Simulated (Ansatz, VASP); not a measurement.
Two plane-wave programs on Ge3Pt

File INCAR:

```
SYSTEM = Ge3Pt
ALGO = Normal ; EDIFF = 1E-7
EDIFFG = -0.04 ; ENCUT = 600
GGA = PE ; IBRION = 2
ISIF = 3 ; ISMEAR = 0
LASPH = .True. ; LCHARG = .False.
LREAL = .False. ; LWAVE = .False.
NELM = 60 ; NSW = 90
PREC = Accurate ; SIGMA = 0.1
```

File KPOINTS:

```
k-points
0
Gamma
  4 4 4
  0 0 0
```

POSCAR

```
Ge3Pt
1.0
    5.1100497000      0.0000000000      0.0000000000
    0.0000000000      5.1100497000      0.0000000000
    0.0000000000      0.0000000000      5.5810745400
Ge Pt
6 2
Direct
    0.0000000000      0.5000000000      0.7084458100
    0.5000000000      0.0000000000      0.2915541900
    0.5000000000      0.0000000000      0.7915541900
    0.0000000000      0.5000000000      0.2084458100
    0.0000000000      0.0000000000      0.0000000000
    0.5000000000      0.5000000000      0.5000000000
    0.0000000000      0.0000000000      0.5000000000
    0.5000000000      0.5000000000      0.0000000000
```

Input for Ansatz:

```yaml
crystal:
  lattice:
    - [5.1100497, 0.0, 0.0]
    - [0.0, 5.1100497, 0.0]
    - [0.0, 0.0, 5.58107454]
  atoms:
    - { symbol: Ge, position: [0.0, 0.5, 0.70844581] }
    - { symbol: Ge, position: [0.5, 0.0, 0.29155419] }
    - { symbol: Ge, position: [0.5, 0.0, 0.79155419] }
    - { symbol: Ge, position: [0.0, 0.5, 0.20844581] }
    - { symbol: Ge, position: [0.0, 0.0, 0.0] }
    - { symbol: Ge, position: [0.5, 0.5, 0.5] }
    - { symbol: Pt, position: [0.0, 0.0, 0.5] }
    - { symbol: Pt, position: [0.5, 0.5, 0.0] }
basis:
  ecutwfc: 420
kpoints:
  mp_grid: { grid: [4, 4, 4] }
hamiltonian:
  xc: pbe
scf:
  occupations: { method: gaussian, width: 0.1 }
  lower_state_search: "off"
output:
  forces: true
  stress: true
  eigenvalues: true
relax:
  adjacent_minimum: "off"
  f_tol: 0.04
  max_steps: 70
  cell: { stress_tol: 0.4 }
```

Alike in both runs: task relaxation of cell and atoms; functional PBE; k mesh 4 × 4 × 4; occupations gaussian, width 0.1 eV; no spin polarisation.

|  | VASP | Ansatz |
| --- | --- | --- |
| version | VASP 6.6.1 | Ansatz 0.2.0 |
| potentials or method | VASP PAW PBE potentials, release 64 (Ge_d, Pt), cutoff 600 eV | scalar-relativistic, plane waves, PAW |
| valence electrons in the cell | 104 | 120 |

Ansatz gave:

| Property | Result |
| --- | --- |
| gap on the k mesh at the Fermi level, each at its own relaxed structure (eV) | none |
| relaxed volume (Å³/atom) | 18.42 |
| relaxed cell length with the largest relative difference (Å) | 5.279 |

Which values does VASP return?

gap on the k mesh at the Fermi level, each at its own relaxed structure (eV): none; relaxed volume (Å³/atom): 18.37; relaxed cell length with the largest relative difference (Å): 5.274.

A gap of «none» marks a metal or a gap that the smearing closes. VASP's potentials hold 104 valence electrons a cell and Ansatz's 120, so a difference there can come from the potentials and not from the codes.

Spin-orbit coupling is off throughout.
